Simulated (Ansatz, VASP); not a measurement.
## One calculation of BiTe, two programs

Contents of INCAR:

```
PREC     = Accurate       # precision mode
ENCUT    = 520            # plane-wave cutoff, eV
EDIFF    = 1E-6           # SCF threshold, eV
ISMEAR   = -1             # smearing method
SIGMA    = 0.05           # smearing width, eV
LREAL    = F              # projectors in reciprocal space
LASPH    = T              # aspherical terms in the spheres
NELM     = 60             # most SCF steps
ALGO     = Normal         # electronic algorithm
ISIF     = 2              # what is computed and relaxed
LWAVE    = F              # write WAVECAR
LCHARG   = T              # write CHGCAR
GGA      = PE             # functional
LELF     = T              # ELF
LVHAR    = T            
NBANDS   = 18             # bands
```

File KPOINTS:

```
regular mesh
0
Gamma
  7 7 7
```

Contents of POSCAR:

```
BiTe
1.0
    0.0000000000      3.2132879364      3.2132879364
    3.2132879364      0.0000000000      3.2132879364
    3.2132879364      3.2132879364      0.0000000000
Bi Te
1 1
Direct
    0.0000000000      0.0000000000      0.0000000000
    0.5000000000      0.5000000000      0.5000000000
```

Contents of input.yaml:

```yaml
crystal:
  lattice:
    - [0.0, 3.2132879364, 3.2132879364]
    - [3.2132879364, 0.0, 3.2132879364]
    - [3.2132879364, 3.2132879364, 0.0]
  atoms:
    - { symbol: Bi, position: [0.0, 0.0, 0.0] }
    - { symbol: Te, position: [0.5, 0.5, 0.5] }
kpoints:
  mp_grid: { grid: [7, 7, 7] }
scf:
  occupations: { method: fermi_dirac, width: 0.05 }
hamiltonian:
  xc: pbe
  pseudopotentials: { kind: all_electron, lapw: { basis_error: 0.0005 } }
output:
  forces: true
  stress: true
  eigenvalues: true
```

Change from the starting cell: volume scaled by 0.98.

Alike in both runs: task single point; functional PBE; k mesh 7 × 7 × 7; occupations fermi-dirac, width 0.05 eV; no spin polarisation.

|  | VASP | Ansatz |
| --- | --- | --- |
| version | VASP 6.6.1 | Ansatz 0.2.0 |
| potentials or method | VASP PAW PBE potentials, release 64 (Bi_d, Te), cutoff 520 eV | all-electron LAPW, scalar-relativistic |

VASP gave:

```
gap on the k mesh at the Fermi level (eV) : none
pressure (GPa)                            : 1.9
```

Question: Estimate Ansatz's values.

Answer: gap on the k mesh at the Fermi level (eV): none; pressure (GPa): 2.0.

A gap of «none» marks a metal or a gap that the smearing closes. Ansatz ran all-electron here, and VASP with PAW potentials.

Neither program's run includes spin-orbit coupling.
